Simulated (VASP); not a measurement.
# PbS (Galena) (Fm-3m) in VASP: further runs

The runs below take PbS (Galena) through single point, with PBE.

All numbers are computed with VASP 6.6.1; they aren't measurements. Logs are shortened: lines on timing, memory, paths and dates and some standing lists are left out, and cuts for length are marked.

## (1) The cell of the first run

Symmetry: Fm-3m, No. 225, cubic system. The conventional cell has a = 5.878 Å, b = 5.878 Å, c = 5.878 Å, α = 90.00°, β = 90.00°, γ = 90.00°. Within 3.9 Å of Pb (site symmetry m-3m) lie 6 S at 2.94 Å. Within 3.9 Å of S (site symmetry m-3m) lie 6 Pb at 2.94 Å.

## (2) Single point, PBE

INCAR reads:

```
SYSTEM = PbS
PREC = Accurate ; ENCUT = 500
EDIFF = 1E-6 ; ISMEAR = 0
SIGMA = 0.01 ; LREAL = .False.
LASPH = .True. ; NELM = 120
ALGO = Normal ; ISIF = 2
LWAVE = .False. ; LCHARG = .False.
GGA = PE ; NBANDS = 17
GGA_COMPAT = .False.
```

KPOINTS reads:

```
Automatic mesh
0
Gamma
  6 6 6
  0 0 0
```

POSCAR reads:

```
PbS
1.0
    0.0000000000      2.9391499124      2.9391499124
    2.9391499124      0.0000000000      2.9391499124
    2.9391499124      2.9391499124      0.0000000000
Pb S
1 1
Direct
    0.0000000000      0.0000000000      0.0000000000
    0.5000000000      0.5000000000      0.5000000000
```

Potentials or basis: VASP PAW PBE potentials, release 64 (Pb_d, S).

On the command line:

```console
cat potpaw_PBE.64/Pb_d/POTCAR potpaw_PBE.64/S/POTCAR > POTCAR
mpirun -np 1 vasp_std > vasp.out
```

OUTCAR:

```text
SYSTEM = PbS
   PREC = Accurate
   ENCUT = 500
   EDIFF = 1E-6
   ISMEAR = 0
   LREAL = .False.
   LASPH = .True.
   NELM = 120
   ISIF = 2
   GGA = PE

 ion  position               nearest neighbor table
   1  0.000  0.000  0.000-   2 2.94   2 2.94   2 2.94   2 2.94   2 2.94   2 2.94
   2  0.500  0.500  0.500-   1 2.94   1 2.94   1 2.94   1 2.94   1 2.94   1 2.94

  LATTYP: Found a face centered cubic cell.
 ALAT       =     5.8782998248

  Lattice vectors:

 A1 = (   0.0000000000,   2.9391499124,   2.9391499124)
 A2 = (   2.9391499124,   0.0000000000,   2.9391499124)
 A3 = (   2.9391499124,   2.9391499124,   0.0000000000)

Analysis of symmetry for initial positions (statically):
=====================================================================
 Subroutine PRICEL returns:
 Original cell was already a primitive cell.

 Routine SETGRP: Setting up the symmetry group for a
 face centered cubic supercell.

 Subroutine GETGRP returns: Found 48 space group operations
 (whereof 48 operations were pure point group operations)
 out of a pool of 48 trial point group operations.

The static configuration has the point symmetry O_h .

Analysis of symmetry for dynamics (positions and initial velocities):
=====================================================================
 Subroutine PRICEL returns:
 Original cell was already a primitive cell.

 Routine SETGRP: Setting up the symmetry group for a
 face centered cubic supercell.

 Subroutine GETGRP returns: Found 48 space group operations
 (whereof 48 operations were pure point group operations)
 out of a pool of 48 trial point group operations.

The dynamic configuration has the point symmetry O_h .

 Subroutine INISYM returns: Found 48 space group operations
 (whereof 48 operations are pure point group operations),
 and found     1 'primitive' translations

----------------------------------------------------------------------------------------

                                     Primitive cell

  volume of cell :      50.7803

  direct lattice vectors                    reciprocal lattice vectors
     0.000000000  2.939149912  2.939149912    -0.170117216  0.170117216  0.170117216
     2.939149912  0.000000000  2.939149912     0.170117216 -0.170117216  0.170117216
     2.939149912  2.939149912  0.000000000     0.170117216  0.170117216 -0.170117216

  length of vectors
     4.156585668  4.156585668  4.156585668     0.294651661  0.294651661  0.294651661

  position of ions in fractional coordinates (direct lattice)
     0.000000000  0.000000000  0.000000000
     0.500000000  0.500000000  0.500000000

  ion indices of the primitive-cell ions
   primitive index   ion index
                 1           1
                 2           2

----------------------------------------------------------------------------------------

 KPOINTS: Automatic mesh

Automatic generation of k-mesh.
 Grid dimensions read from file:
 generate k-points for:    6    6    6

 Generating k-lattice:

  Cartesian coordinates                     Fractional coordinates (reciprocal lattice)
    -0.028352869  0.028352869  0.028352869     0.166666667  0.000000000  0.000000000
     0.028352869 -0.028352869  0.028352869     0.000000000  0.166666667  0.000000000
     0.028352869  0.028352869 -0.028352869     0.000000000  0.000000000  0.166666667

  Length of vectors
     0.049108610  0.049108610  0.049108610

  Shift w.r.t. Gamma in fractional coordinates (k-lattice)
     0.000000000  0.000000000  0.000000000

 Subroutine IBZKPT returns following result:
 ===========================================

 Found     16 irreducible k-points:

 Following reciprocal coordinates:
            Coordinates               Weight
  0.000000  0.000000  0.000000      1.000000
  0.166667  0.000000  0.000000      8.000000
  0.333333  0.000000  0.000000      8.000000
  0.500000  0.000000  0.000000      4.000000
  0.166667  0.166667  0.000000      6.000000
  0.333333  0.166667  0.000000     24.000000
[... 8 lines left out ...]
 -0.333333  0.333333  0.166667     24.000000
 -0.333333  0.500000  0.166667     12.000000
   k-points           NKPTS =     16   k-points in BZ     NKDIM =     16   number of bands    NBANDS=     17
   number of dos      NEDOS =    301   number of ions     NIONS =      2
   total plane-waves  NPLWV =  27000
   dimension x,y,z NGX =    30 NGY =   30 NGZ =   30
   dimension x,y,z NGXF=    60 NGYF=   60 NGZF=   60
   ions per type =               1   1
   NGX,Y,Z   is equivalent  to a cutoff of  12.00, 12.00, 12.00 a.u.
   NGXF,Y,Z  is equivalent  to a cutoff of  24.00, 24.00, 24.00 a.u.
 SYSTEM =  PbS
   PREC   = accura    normal or accurate (medium, high low for compatibility)
   ISTART =      0    job   : 0-new  1-cont  2-samecut
   ICHARG =      2    charge: 1-file 2-atom 10-const
   ISPIN  =      1    spin polarized calculation?
   LNONCOLLINEAR =      F non collinear calculations
   LSORBIT =      F    spin-orbit coupling
   LASPH  =      T    aspherical Exc in radial PAW
   ENCUT  =  500.0 eV  36.75 Ry    6.06 a.u.   7.58  7.58  7.58*2*pi/ulx,y,z
   NELM   =    120;   NELMIN=  2; NELMDL= -5     # of ELM steps
   EDIFF  = 0.1E-05   stopping-criterion for ELM
   LREAL  =      F    real-space projection
   EDIFFG = 0.1E-04   stopping-criterion for IOM
   NSW    =      0    number of steps for IOM
   IBRION =     -1    ionic relax: 0-MD 1-quasi-New 2-CG
   NFREE  =      0    steps in history (QN), initial steepest desc. (CG)
   ISIF   =      2    stress and relaxation
   ISYM   =      2    0-nonsym 1-usesym 2-fastsym
   POTIM  = 0.5000    time-step for ionic-motion
   TEBEG  =    0.0;   TEEND  =   0.0 temperature during run
   PSTRESS=    0.0 pullay stress
   NELECT =      20.0000    total number of electrons
   NUPDOWN=      -1.0000    fix difference up-down
   EMIN   =  10.00;   EMAX   =-10.00  energy-range for DOS
   EFERMI =   0.00;   METHOD = LEGACY
   ISMEAR =     0;   SIGMA  =   0.01  broadening in eV -4-tet -1-fermi 0-gaus
   EFERMI_NEDOS =   21; number of points for ismear=-14 and -15
   IALGO  =     38    algorithm
   IMIX   =      4    mixing-type and parameters
     AMIX     =   0.40;   BMIX     =  1.00
     AMIX_MAG =   1.60;   BMIX_MAG =  1.00
  volume/ion in A,a.u.               =      25.39       171.34
  Fermi-wavevector in a.u.,A,eV,Ry     =   1.200014  2.267698 19.592857  1.440034
  Thomas-Fermi vector in A             =   2.335862
   LORBIT       =      0    0 simple, 1 ext, 2 COOP (PROOUT), +10 PAW based schemes
   GGA     = PE    functional components
   LHFCALC =     F    Hartree Fock is set to
   AEXX    =    0.0000 exact exchange contribution
   IVDW    =     0    specifies the selected vdW correction
   LEPSILON=     F    determine dielectric tensor
   LRPA    =     F    only Hartree local field effects (RPA)
 non-spin polarized calculation
 Gauss-broadening in eV      SIGMA  =   0.01
  energy-cutoff  :      500.00
  volume of cell :       50.78
 maximum number of plane-waves:      1308
   NGX = 15   NGY = 15   NGZ = 15

 number of electron      20.0000002 magnetization

 Free energy of the ion-electron system (eV)
  ---------------------------------------------------
  ext. energy  EPLUGINS =         0.00000000
  ---------------------------------------------------
  free energy    TOTEN  =        -8.73081086 eV

  energy without entropy =       -8.73081086  energy(sigma->0) =       -8.73081086

 E-fermi :   6.2691     XC(G=0):  -9.8112

 val. band max:        6.2154665276   @ k =   0.5000   0.0000   0.0000
 cond. band min:       6.4768881359   @ k =   0.5000   0.0000   0.0000
 fundamental gap:      0.2614216083
 Fermi energy:         6.2690966472

 k-point     1 :       0.0000    0.0000    0.0000
  band No.  band energies     occupation
      1     -10.6860      2.00000
      2     -10.6860      2.00000
      3     -10.6860      2.00000
      4     -10.6704      2.00000
      5     -10.6704      2.00000
      6      -7.6654      2.00000
[... 9 lines left out ...]
     16      12.8421      0.00000
     17      14.7579      0.00000

 k-point     2 :       0.1667    0.0000    0.0000
  band No.  band energies     occupation
      1     -10.6849      2.00000
      2     -10.6845      2.00000
      3     -10.6845      2.00000
      4     -10.6680      2.00000
      5     -10.6680      2.00000
      6      -7.4216      2.00000
[... 9 lines left out ...]
     16      13.4642      0.00000
     17      16.6964      0.00000

 k-point     3 :       0.3333    0.0000    0.0000
  band No.  band energies     occupation
      1     -10.6997      2.00000
      2     -10.6997      2.00000
      3     -10.6836      2.00000
      4     -10.6447      2.00000
      5     -10.6447      2.00000
      6      -6.7994      2.00000
[... 9 lines left out ...]
     16      14.8807      0.00000
     17      18.5849      0.00000

 k-point     4 :       0.5000    0.0000    0.0000
  band No.  band energies     occupation
      1     -10.7081      2.00000
      2     -10.7081      2.00000
      3     -10.6834      2.00000
      4     -10.6322      2.00000
      5     -10.6322      2.00000
      6      -6.3567      2.00000
[... 9 lines left out ...]
     16      16.2570      0.00000
     17      16.7859      0.00000
[... 183 lines left out ...]
      1     -10.7618      2.00000
      2     -10.6873      2.00000
      3     -10.6761      2.00000
      4     -10.6415      2.00000
      5     -10.6366      2.00000
      6      -6.2966      2.00000
[... 9 lines left out ...]
     16      16.8273      0.00000
     17      17.1973      0.00000

 k-point    15 :      -0.3333    0.3333    0.1667
  band No.  band energies     occupation
      1     -10.7744      2.00000
      2     -10.6817      2.00000
      3     -10.6644      2.00000
      4     -10.6617      2.00000
      5     -10.6263      2.00000
      6      -5.9756      2.00000
[... 9 lines left out ...]
     16      17.5740      0.00000
     17      18.0187      0.00000

 k-point    16 :      -0.3333    0.5000    0.1667
  band No.  band energies     occupation
      1     -10.8131      2.00000
      2     -10.6917      2.00000
      3     -10.6607      2.00000
      4     -10.6435      2.00000
      5     -10.6183      2.00000
      6      -5.8471      2.00000
[... 9 lines left out ...]
     16      18.1034      0.00000
     17      18.4122      0.00000

------------------------ aborting loop because EDIFF is reached ----------------------------------------

  FORCE on cell =-STRESS in cart. coord.  units (eV):
  Direction    XX          YY          ZZ          XY          YZ          ZX
  --------------------------------------------------------------------------------------
  -------------------------------------------------------------------------------------
  Total        1.2359413      1.2359413      1.2359413      0.0000000      0.0000000     -0.0000000
  in kB       38.9953842     38.9953842     38.9953842      0.0000000      0.0000000     -0.0000000
  external PRESSURE =      38.9953842 kB  Pullay stress =       0.0000000 kB

 VOLUME and BASIS-vectors are now :
 -----------------------------------------------------------------------------
  energy-cutoff  :      500.00
  volume of cell :       50.78
      direct lattice vectors                 reciprocal lattice vectors
     0.000000000  2.939149912  2.939149912    -0.170117216  0.170117216  0.170117216
     2.939149912  0.000000000  2.939149912     0.170117216 -0.170117216  0.170117216
     2.939149912  2.939149912  0.000000000     0.170117216  0.170117216 -0.170117216

 POSITION                                       TOTAL-FORCE (eV/Angst)
 -----------------------------------------------------------------------------------
      0.00000      0.00000      0.00000         0.000000     -0.000000      0.000000
      2.93915      2.93915      2.93915        -0.000000      0.000000     -0.000000
 -----------------------------------------------------------------------------------
    total drift:                               -0.000000      0.000000      0.000000

  FREE ENERGIE OF THE ION-ELECTRON SYSTEM (eV)
  ---------------------------------------------------
  free  energy   TOTEN  =        -8.7308108563 eV

  energy  without entropy=       -8.7308108563  energy(sigma->0) =       -8.73081086
```

It took 15 s on 1 thread of Intel Xeon Platinum 8488C (Sapphire Rapids), shared host; peak memory 0.17 GiB.

What came out:

* Free energy: -8.7308 eV
* Pressure: 3.9 GPa
* Band gap on the k mesh: 0.26 eV, direct

Levels at points of the mesh, in eV from the valence-band top:
```tsv
k point	band 8	band 9	band 10	band 11	band 12	band 13
(0.00, 0.00, 0.00)	-2.34	-2.34	-2.34	5.26	5.26	5.26
(0.50, 0.00, 0.00)	-1.93	-1.93	0.00	0.26	1.87	1.87
(0.50, 0.50, 0.00)	-5.47	-3.66	-3.66	3.71	5.63	5.76
```

Caveat: spin-orbit coupling is left out, which moves the levels of the heavy elements.

## (3) Single point, PBE

This run uses another cell than the first one, of 26.78 Å³/atom, 1.055 times its volume.

INCAR reads:

```
SYSTEM = PbS
PREC = Accurate
ENCUT = 500
EDIFF = 1E-6
ISMEAR = 0
SIGMA = 0.01
LREAL = .False.
LASPH = .True.
NELM = 120
ALGO = Normal
ISIF = 2
LWAVE = .False.
LCHARG = .False.
GGA = PE
NBANDS = 17
GGA_COMPAT = .False.
```

KPOINTS reads:

```
regular mesh
0
Gamma
  6 6 6
  0 0 0
```

POSCAR reads:

```
PbS
1.0
    0.0000000000      2.9918813024      2.9918813024
    2.9918813024      0.0000000000      2.9918813024
    2.9918813024      2.9918813024      0.0000000000
Pb S
1 1
Direct
    0.0000000000      0.0000000000      0.0000000000
    0.5000000000      0.5000000000      0.5000000000
```

Potentials or basis: VASP PAW PBE potentials, release 64 (Pb_d, S).

On the command line:

```console
cat potpaw_PBE.64/Pb_d/POTCAR potpaw_PBE.64/S/POTCAR > POTCAR
mpirun -np 1 vasp_std > vasp.out
```

Wall time 13 s (1 thread of Intel Xeon Platinum 8488C (Sapphire Rapids), shared host); peak memory 0.17 GiB.

The run converged. Its results:

- Free energy: -8.7698 eV
- Pressure: 0.6 GPa
- Band gap on the k mesh: 0.46 eV, direct

Levels at points of the mesh, in eV from the valence-band top:
```csv
k point,band 7,band 8,band 9,band 10,band 11,band 12,band 13,band 14
"(0.00, 0.00, 0.00)",-6.06,-2.02,-2.02,-2.02,5.16,5.16,5.16,6.83
"(0.50, 0.00, 0.00)",-8.67,-1.65,-1.65,0.00,0.46,2.05,2.05,8.66
"(0.50, 0.50, 0.00)",-7.14,-4.95,-3.24,-3.24,4.01,5.51,5.61,5.61
```

Caveat: spin-orbit coupling is left out, which moves the levels of the heavy elements. A k mesh can miss the band edges.

## (4) Single point, PBE

This run uses another cell than the first one, of 27.48 Å³/atom, 1.082 times its volume.

INCAR reads:

```
ALGO     = Normal         # electronic algorithm
EDIFF    = 1E-6           # SCF threshold, eV
ENCUT    = 500            # plane-wave cutoff, eV
GGA      = PE             # functional
GGA_COMPAT= F            
ISIF     = 2              # what is computed and relaxed
ISMEAR   = 0              # smearing method
LASPH    = T              # aspherical terms in the spheres
LCHARG   = T              # write CHGCAR
LELF     = T              # ELF
LREAL    = F              # projectors in reciprocal space
LVHAR    = T            
LWAVE    = F              # write WAVECAR
NBANDS   = 17             # bands
NELM     = 120            # most SCF steps
PREC     = Accurate       # precision mode
SIGMA    = 0.01           # smearing width, eV
```

KPOINTS reads:

```
k-points
0
Gamma
  6 6 6
```

POSCAR reads:

```
PbS
1.0
    0.0000000000      3.0175639432      3.0175639432
    3.0175639432      0.0000000000      3.0175639432
    3.0175639432      3.0175639432      0.0000000000
Pb S
1 1
Direct
    0.0000000000      0.0000000000      0.0000000000
    0.5000000000      0.5000000000      0.5000000000
```

On the command line:

```console
cat potpaw_PBE.64/Pb_d/POTCAR potpaw_PBE.64/S/POTCAR > POTCAR
mpirun -np 1 vasp_std > vasp.out
```

Wall time 11 s (1 thread of Intel Xeon Platinum 8488C (Sapphire Rapids), shared host); peak memory 0.17 GiB.

The run converged. Its results:

```
Free energy            : -8.7695 eV
Pressure               : -0.8 GPa
Band gap on the k mesh : 0.54 eV, direct
```

Levels at points of the mesh, in eV from the valence-band top:
```csv
k point,band 6,band 7,band 8,band 9,band 10,band 11,band 12,band 13,band 14,band 15
"(0.00, 0.00, 0.00)",-13.09,-6.08,-1.87,-1.87,-1.87,5.11,5.11,5.11,6.91,6.91
"(0.50, 0.00, 0.00)",-11.98,-8.51,-1.52,-1.52,0.00,0.54,2.12,2.12,8.65,10.25
"(0.50, 0.50, 0.00)",-11.63,-7.08,-4.71,-3.06,-3.06,4.14,5.45,5.54,5.54,11.18
```

Caveat: spin-orbit coupling is left out, which moves the levels of the heavy elements. A k mesh can miss the band edges.

## (5) Single point, PBE

This run uses another cell than the first one, of 28.17 Å³/atom, 1.110 times its volume.

INCAR reads:

```
PREC     = Accurate       # precision mode
ENCUT    = 500            # plane-wave cutoff, eV
EDIFF    = 1E-6           # SCF threshold, eV
ISMEAR   = 0              # smearing method
SIGMA    = 0.01           # smearing width, eV
LREAL    = F              # projectors in reciprocal space
LASPH    = T              # aspherical terms in the spheres
NELM     = 120            # most SCF steps
ALGO     = Normal         # electronic algorithm
ISIF     = 2              # what is computed and relaxed
LWAVE    = F              # write WAVECAR
LCHARG   = F              # write CHGCAR
GGA      = PE             # functional
NBANDS   = 17             # bands
GGA_COMPAT= F
```

KPOINTS reads:

```
regular mesh
0
Gamma
  6 6 6
```

POSCAR reads:

```
PbS
1.0
    0.0000000000      3.0428166983      3.0428166983
    3.0428166983      0.0000000000      3.0428166983
    3.0428166983      3.0428166983      0.0000000000
Pb S
1 1
Direct
    0.0000000000      0.0000000000      0.0000000000
    0.5000000000      0.5000000000      0.5000000000
```

On the command line:

```console
cat potpaw_PBE.64/Pb_d/POTCAR potpaw_PBE.64/S/POTCAR > POTCAR
mpirun -np 1 vasp_std > vasp.out
```

Wall time 12 s (1 thread of Intel Xeon Platinum 8488C (Sapphire Rapids), shared host); peak memory 0.17 GiB.

It converged, with:

- Free energy: -8.7583 eV
- Pressure: -1.9 GPa
- Band gap on the k mesh: 0.62 eV, direct

Levels at points of the mesh, in eV from the valence-band top:
| k point | band 8 | band 9 | band 10 | band 11 | band 12 | band 13 |
| --- | --- | --- | --- | --- | --- | --- |
| (0.00, 0.00, 0.00) | -1.74 | -1.74 | -1.74 | 5.05 | 5.05 | 5.05 |
| (0.50, 0.00, 0.00) | -1.40 | -1.40 | 0.00 | 0.62 | 2.18 | 2.18 |
| (0.50, 0.50, 0.00) | -4.49 | -2.89 | -2.89 | 4.26 | 5.38 | 5.46 |

Caveat: spin-orbit coupling is left out, which moves the levels of the heavy elements. A k mesh can miss the band edges.

## (6) The runs side by side

```tsv
cell	gap on the mesh (eV)	pressure (GPa)
a = 4.157 Å, angles 60.0°, 2 atoms	0.26	3.9
a = 4.231 Å, angles 60.0°, 2 atoms	0.46	0.6
a = 4.267 Å, angles 60.0°, 2 atoms	0.54	-0.8
a = 4.303 Å, angles 60.0°, 2 atoms	0.62	-1.9
```

Alike in all rows: task single point; level PBE; potentials or basis VASP PAW PBE potentials, release 64 (Pb_d, S); no spin polarisation; k mesh 6 × 6 × 6; cutoff (eV) 500; smearing gaussian 0.01 eV.

Caveats: spin-orbit coupling is left out, which moves the levels of the heavy elements.

Total energies depend on the potentials used, so only differences within one code and one set of settings carry meaning.
